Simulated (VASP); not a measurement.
# LiNbO3 (R3c) in VASP: further runs

The runs below take LiNbO3 through single point, with PBE.

All numbers are computed with VASP 6.6.1; they aren't measurements. Logs are shortened: lines on timing, memory, paths and dates and some standing lists are left out, and cuts for length are marked.

## (1) The cell of the first run

It takes space group R3c (No. 161, trigonal). The conventional cell has a = 5.161 Å, b = 5.161 Å, c = 14.625 Å, α = 90.00°, β = 90.00°, γ = 120.00°. Li (site symmetry 3) has 6 O at 2.08 to 2.31 Å within 2.8 Å. Nb (site symmetry 3) has 6 O at 1.89 to 2.20 Å within 2.5 Å. O (site symmetry 1) has 2 Nb at 1.89 to 2.20 Å and 2 Li at 2.08 to 2.31 Å within 2.5 Å.

## (2) Single point, PBE (11.25 Å³/atom)

INCAR reads:

```
PREC     = Accurate       # precision mode
ENCUT    = 520            # plane-wave cutoff, eV
EDIFF    = 1E-7           # SCF threshold, eV
ISMEAR   = 0              # smearing method
SIGMA    = 0.05           # smearing width, eV
LREAL    = False          # projectors in reciprocal space
LASPH    = True           # aspherical terms in the spheres
NELM     = 80             # most SCF steps
ALGO     = Normal         # electronic algorithm
ISIF     = 2              # what is computed and relaxed
LWAVE    = False          # write WAVECAR
LCHARG   = False          # write CHGCAR
GGA      = PE             # functional
NBANDS   = 45             # bands
```

KPOINTS reads:

```
regular mesh
0
Gamma
  6 6 6
```

POSCAR reads:

```
LiNbO3
1.0
    2.5806727090      1.4899520832      4.8750627921
   -2.5806727090      1.4899520832      4.8750627921
    0.0000000000     -2.9799041664      4.8750627921
Li Nb O
2 2 6
Direct
    0.2815913687      0.2815913687      0.2815913687
    0.7815913687      0.7815913687      0.7815913687
    0.0004900497      0.0004900497      0.0004900497
    0.5004900497      0.5004900497      0.5004900497
    0.1104619503      0.3580262714      0.7211003599
    0.7211003599      0.1104619503      0.3580262714
    0.3580262714      0.7211003599      0.1104619503
    0.2211003599      0.8580262714      0.6104619503
    0.8580262714      0.6104619503      0.2211003599
    0.6104619503      0.2211003599      0.8580262714
```

Potentials or basis: VASP PAW PBE potentials, release 64 (Li_sv, Nb_sv, O).

Launch:

```console
$ cat potpaw_PBE.64/Li_sv/POTCAR potpaw_PBE.64/Nb_sv/POTCAR potpaw_PBE.64/O/POTCAR > POTCAR
$ mpirun -np 1 vasp_std > vasp.out
```

OUTCAR:

```text
PREC = Accurate
   ENCUT = 520
   EDIFF = 1E-7
   ISMEAR = 0
   LREAL = False
   LASPH = True
   NELM = 80
   ISIF = 2
   GGA = PE

 ion  position               nearest neighbor table
   1  0.282  0.282  0.282-   8 2.08  10 2.08   9 2.08
   2  0.782  0.782  0.782-   7 2.08   6 2.08   5 2.08
   3  0.000  0.000  0.000-   5 1.89   6 1.89   7 1.89   9 2.20   8 2.20  10 2.20
   4  0.500  0.500  0.500-   9 1.89  10 1.89   8 1.89   5 2.20   7 2.20   6 2.20
   5  0.110  0.358  0.721-   3 1.89   2 2.08   4 2.20
   6  0.721  0.110  0.358-   3 1.89   2 2.08   4 2.20
   7  0.358  0.721  0.110-   3 1.89   2 2.08   4 2.20
   8  0.221  0.858  0.610-   4 1.89   1 2.08   3 2.20
   9  0.858  0.610  0.221-   4 1.89   1 2.08   3 2.20
  10  0.610  0.221  0.858-   4 1.89   1 2.08   3 2.20

  LATTYP: Found a trigonal (rhomboedric) cell.
 ALAT       =     5.7136736053
 COS(alpha) =     0.5919954572

  Lattice vectors:

 A1 = (   2.5806727090,   1.4899520832,   4.8750627921)
 A2 = (  -2.5806727090,   1.4899520832,   4.8750627921)
 A3 = (   0.0000000000,  -2.9799041664,   4.8750627921)

Analysis of symmetry for initial positions (statically):
=====================================================================
 Subroutine PRICEL returns:
 Original cell was already a primitive cell.

 Routine SETGRP: Setting up the symmetry group for a
 trigonal (rhombohedral) supercell.

 Subroutine GETGRP returns: Found  6 space group operations
 (whereof  3 operations were pure point group operations)
 out of a pool of 12 trial point group operations.

The static configuration has the point symmetry C_3 .
 The point group associated with its full space group is C_3v.

Analysis of symmetry for dynamics (positions and initial velocities):
=====================================================================
 Subroutine PRICEL returns:
 Original cell was already a primitive cell.

 Routine SETGRP: Setting up the symmetry group for a
 trigonal (rhombohedral) supercell.

 Subroutine GETGRP returns: Found  6 space group operations
 (whereof  3 operations were pure point group operations)
 out of a pool of 12 trial point group operations.

The dynamic configuration has the point symmetry C_3 .
 The point group associated with its full space group is C_3v.

 Subroutine INISYM returns: Found  6 space group operations
[... 118 lines left out ...]
   NFREE  =      0    steps in history (QN), initial steepest desc. (CG)
   ISIF   =      2    stress and relaxation
   ISYM   =      2    0-nonsym 1-usesym 2-fastsym
   POTIM  = 0.5000    time-step for ionic-motion
   TEBEG  =    0.0;   TEEND  =   0.0 temperature during run
   PSTRESS=    0.0 pullay stress
   NELECT =      68.0000    total number of electrons
   NUPDOWN=      -1.0000    fix difference up-down
   EMIN   =  10.00;   EMAX   =-10.00  energy-range for DOS
   EFERMI =   0.00;   METHOD = LEGACY
   ISMEAR =     0;   SIGMA  =   0.05  broadening in eV -4-tet -1-fermi 0-gaus
   EFERMI_NEDOS =   21; number of points for ismear=-14 and -15
   IALGO  =     38    algorithm
   IMIX   =      4    mixing-type and parameters
     AMIX     =   0.40;   BMIX     =  1.00
     AMIX_MAG =   1.60;   BMIX_MAG =  1.00
  volume/ion in A,a.u.               =      11.25        75.90
  Fermi-wavevector in a.u.,A,eV,Ry     =   1.384306  2.615960 26.072903  1.916304
  Thomas-Fermi vector in A             =   2.508823
   LORBIT       =      0    0 simple, 1 ext, 2 COOP (PROOUT), +10 PAW based schemes
   GGA     = PE    functional components
   LHFCALC =     F    Hartree Fock is set to
   AEXX    =    0.0000 exact exchange contribution
   IVDW    =     0    specifies the selected vdW correction
   LEPSILON=     F    determine dielectric tensor
   LRPA    =     F    only Hartree local field effects (RPA)
 non-spin polarized calculation
 Gauss-broadening in eV      SIGMA  =   0.05
  energy-cutoff  :      520.00
  volume of cell :      112.47
 maximum number of plane-waves:      3063
   NGX = 21   NGY = 21   NGZ = 21

 number of electron      68.0000014 magnetization

 Free energy of the ion-electron system (eV)
  ---------------------------------------------------
  ext. energy  EPLUGINS =         0.00000000
  ---------------------------------------------------
  free energy    TOTEN  =       -79.90946829 eV

  energy without entropy =      -79.90946829  energy(sigma->0) =      -79.90946829

 E-fermi :   3.3979     XC(G=0): -10.5049

 val. band max:        3.0873764169   @ k =   0.0000   0.0000   0.0000
 cond. band min:       6.4902336012   @ k =   0.1667   0.1667   0.0000
 fundamental gap:      3.4028571843
 Fermi energy:         3.3979489287

 k-point     1 :       0.0000    0.0000    0.0000
  band No.  band energies     occupation
      1     -51.3050      2.00000
      2     -51.2943      2.00000
      3     -39.6718      2.00000
      4     -39.6700      2.00000
      5     -27.5348      2.00000
      6     -27.5348      2.00000
[... 1141 lines left out ...]
     44      12.0288      0.00000
     45      13.1430      0.00000

 [... further k-points ...]

------------------------ aborting loop because EDIFF is reached ----------------------------------------

  FORCE on cell =-STRESS in cart. coord.  units (eV):
  Direction    XX          YY          ZZ          XY          YZ          ZX
  --------------------------------------------------------------------------------------
  -------------------------------------------------------------------------------------
  Total       -2.0802339     -2.0802339     -6.8914550      0.0000000     -0.0000000      0.0000000
  in kB      -29.6337125    -29.6337125    -98.1713616      0.0000000     -0.0000000      0.0000000
  external PRESSURE =     -52.4795956 kB  Pullay stress =       0.0000000 kB

 VOLUME and BASIS-vectors are now :
 -----------------------------------------------------------------------------
  energy-cutoff  :      520.00
  volume of cell :      112.47
      direct lattice vectors                 reciprocal lattice vectors
     2.580672709  1.489952083  4.875062792     0.193747932  0.111860421  0.068375188
    -2.580672709  1.489952083  4.875062792    -0.193747932  0.111860421  0.068375188
     0.000000000 -2.979904166  4.875062792     0.000000000 -0.223720841  0.068375188

 POSITION                                       TOTAL-FORCE (eV/Angst)
 -----------------------------------------------------------------------------------
      0.00000      0.00000      4.11833        -0.000000     -0.000000      0.042027
      0.00000      0.00000     11.43092        -0.000000     -0.000000      0.042027
      0.00000      0.00000      0.00717        -0.000000     -0.000000      0.292215
      0.00000      0.00000      7.31976        -0.000000     -0.000000      0.292215
     -0.63888     -1.45078      5.79932         0.120280     -0.236197     -0.111414
      1.57586      0.17210      5.79932         0.144412      0.222264     -0.111414
     -0.93698      1.27868      5.79932        -0.264692      0.013933     -0.111414
     -1.64370     -0.21127      8.23685         0.264692      0.013933     -0.111414
      0.63888      1.52912      8.23685        -0.120280     -0.236197     -0.111414
      1.00481     -1.31785      8.23685        -0.144412      0.222264     -0.111414
 -----------------------------------------------------------------------------------
    total drift:                                0.000000     -0.000000      0.000248

  FREE ENERGIE OF THE ION-ELECTRON SYSTEM (eV)
  ---------------------------------------------------
  free  energy   TOTEN  =       -79.9094682881 eV

  energy  without entropy=      -79.9094682881  energy(sigma->0) =      -79.90946829
```

OSZICAR:

```text
N       E                     dE             d eps       ncg     rms          rms(c)
DAV:   1     0.723991500058E+03    0.72399E+03   -0.36595E+04  2880   0.158E+03
DAV:   2    -0.316240690042E+02   -0.75562E+03   -0.73094E+03  3766   0.540E+02
DAV:   3    -0.925212868838E+02   -0.60897E+02   -0.60373E+02  4216   0.142E+02
DAV:   4    -0.979504987751E+02   -0.54292E+01   -0.54136E+01  5168   0.392E+01
DAV:   5    -0.982464924960E+02   -0.29599E+00   -0.29588E+00  4355   0.631E+00    0.268E+01
DAV:   6    -0.801558409083E+02    0.18091E+02   -0.80757E+01  4112   0.533E+01    0.984E+00
DAV:   7    -0.799175872036E+02    0.23825E+00   -0.88549E+00  4435   0.171E+01    0.530E+00
DAV:   8    -0.799189254804E+02   -0.13383E-02   -0.10197E+00  4696   0.699E+00    0.208E+00
DAV:   9    -0.799043917252E+02    0.14534E-01   -0.19493E-01  4024   0.333E+00    0.102E+00
DAV:  10    -0.799096998053E+02   -0.53081E-02   -0.45640E-02  3968   0.156E+00    0.201E-01
DAV:  11    -0.799093209703E+02    0.37883E-03   -0.40186E-03  4349   0.440E-01    0.459E-02
DAV:  12    -0.799094788894E+02   -0.15792E-03   -0.44956E-04  3992   0.141E-01    0.309E-02
DAV:  13    -0.799094683866E+02    0.10503E-04   -0.13790E-04  4983   0.758E-02    0.205E-02
DAV:  14    -0.799094705615E+02   -0.21749E-05   -0.19447E-05  4096   0.391E-02    0.948E-03
DAV:  15    -0.799094683779E+02    0.21835E-05   -0.47693E-06  4048   0.171E-02    0.191E-03
DAV:  16    -0.799094681999E+02    0.17802E-06   -0.66007E-07  4088   0.452E-03    0.110E-03
DAV:  17    -0.799094682881E+02   -0.88221E-07   -0.72845E-08  1928   0.246E-03
   1 F= -.79909468E+02 E0= -.79909468E+02  d E =-.546370E-20
```

stdout:

```text
POSCAR found type information on POSCAR LiNbO
 POSCAR found :  3 types and      10 ions
 scaLAPACK will be used
 LDA part: xc-table for (Slater+PW92), standard interpolation
 POSCAR, INCAR and KPOINTS ok, starting setup
 FFT: planning ... GRIDC
 FFT: planning ... GRID_SOFT
 FFT: planning ... GRID
 WAVECAR not read
 entering main loop
```

Wall time 6.7 min (1 thread of Intel Xeon 8259CL, shared host); peak memory 0.33 GiB.

Results:

```yaml
Free_energy: -79.9095 eV
Largest_force: 0.292 eV/Å
Band_gap_on_the_k_mesh: 3.40 eV (least direct gap 3.41 eV)
```

Forces in eV/Å, atoms in the order of the input:
```
Li   0.000  0.000  0.042
Li   0.000  0.000  0.042
Nb   0.000  0.000  0.292
Nb   0.000  0.000  0.292
O    0.120 -0.236 -0.111
O    0.144  0.222 -0.111
O   -0.265  0.014 -0.111
O    0.265  0.014 -0.111
O   -0.120 -0.236 -0.111
O   -0.144  0.222 -0.111
```

Caveat: the cutoff is under 1.25 times the usual one of these potentials, so pressure, stress and relaxed cells hold a basis-set (Pulay) error. A k mesh can miss the band edges.

## (3) Single point, PBE (11.60 Å³/atom)

This run uses another cell than the first one, of 11.60 Å³/atom.

INCAR reads:

```
SYSTEM = LiNbO3
PREC = Accurate
ENCUT = 520
EDIFF = 1E-7
ISMEAR = 0
SIGMA = 0.05
LREAL = .False.
LASPH = .True.
NELM = 60
ALGO = Normal
ISIF = 2
LWAVE = .False.
LCHARG = .True.
GGA = PE
LELF = .True.
LVHAR = .True.
NBANDS = 45
```

KPOINTS reads:

```
regular mesh
0
Gamma
  6 6 6
  0 0 0
```

Edit POSCAR of step 2 so:

```diff
@@ -2,5 +2,5 @@
 1.0
-    2.5806727090      1.4899520832      4.8750627921
-   -2.5806727090      1.4899520832      4.8750627921
-    0.0000000000     -2.9799041664      4.8750627921
+    2.6070944571      1.5052066866      4.9249752358
+   -2.6070944571      1.5052066866      4.9249752358
+    0.0000000000     -3.0104133732      4.9249752358
 Li Nb O
```

Potentials or basis: VASP PAW PBE potentials, release 64 (Li_sv, Nb_sv, O).

Launch:

```console
$ cat potpaw_PBE.64/Li_sv/POTCAR potpaw_PBE.64/Nb_sv/POTCAR potpaw_PBE.64/O/POTCAR > POTCAR
$ mpirun -np 1 vasp_std > vasp.out
```

Wall time 8.8 min (1 thread of Intel Xeon 8259CL, shared host); peak memory 0.39 GiB.

It converged, with:

```
Free energy            : -79.7444 eV
Largest force          : 0.660 eV/Å
Band gap on the k mesh : 3.27 eV (least direct gap 3.28 eV)
```

Forces in eV/Å, atoms in the order of the input:
```
Li   0.000  0.000  0.035
Li   0.000  0.000  0.035
Nb   0.000  0.000  0.657
Nb   0.000  0.000  0.657
O    0.344 -0.514 -0.231
O    0.273  0.555 -0.231
O   -0.618 -0.041 -0.231
O    0.618 -0.041 -0.231
O   -0.344 -0.514 -0.231
O   -0.273  0.555 -0.231
```

Levels at points of the mesh, in eV from the valence-band top:
```csv
k point,band 30,band 31,band 32,band 33,band 34,band 35,band 36,band 37,band 38,band 39
"(0.00, 0.00, 0.00)",-0.68,-0.68,-0.59,0.00,0.00,3.28,3.28,3.85,4.65,4.65
"(0.50, 0.00, 0.00)",-0.53,-0.37,-0.37,-0.25,-0.25,3.51,3.51,4.27,4.27,4.44
"(0.50, 0.50, 0.00)",-1.07,-0.73,-0.69,-0.51,-0.19,3.37,3.76,4.10,4.24,4.71
"(0.50, 0.50, 0.50)",-0.66,-0.28,-0.28,-0.28,-0.28,4.27,4.27,4.35,4.35,4.35
```

Caveat: the cutoff is under 1.25 times the usual one of these potentials, so pressure, stress and relaxed cells hold a basis-set (Pulay) error. A k mesh can miss the band edges.
